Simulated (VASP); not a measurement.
PbSe, 2 atoms in the cell. Symmetry: Fm-3m, No. 225, cubic system. The conventional cell has a = 6.042 Å, b = 6.042 Å, c = 6.042 Å, α = 90.00°, β = 90.00°, γ = 90.00°. Within 4.0 Å of Pb (site symmetry m-3m) lie 6 Se at 3.02 Å. Se (site symmetry m-3m) has 6 Pb at 3.02 Å within 4.0 Å. 

| Quantity | Value |
| --- | --- |
| Program | VASP 6.6.1 |
| Task | relaxation of cell and atoms |
| Functional | LDA |
| Potentials or basis | VASP PAW LDA potentials, release 64 (Pb_d, Se) |
| Cutoff | 600 eV |
| k mesh | 14 × 14 × 14 |
| Occupations | fermi-dirac, width 0.05 eV |
| Spin | no spin polarisation |
| Target pressure | 2 GPa |
| Dipole correction | no |
| Further INCAR settings | ALGO = Normal; EDIFF = 1e-07; IBRION = 2; EDIFFG = -0.002; NSW = 100; ISIF = 3 |

Potentials or basis: VASP PAW LDA potentials, release 64 (Pb_d, Se).

Command:

```console
$ cat potpaw_LDA.64/Pb_d/POTCAR potpaw_LDA.64/Se/POTCAR > POTCAR
$ mpirun -np 1 vasp_std > vasp.out
```

Hardware: 1 thread of Intel(R) Xeon(R) 6975P-C (Granite Rapids) (shared host).

Question: How long does it take, and how much memory?

Answer: Run time: 2.2 min on 1 thread of Intel(R) Xeon(R) 6975P-C (Granite Rapids), on a shared host, peak memory 0.25 GiB. Counts: scf iterations 50, k points 104, ion steps 8.
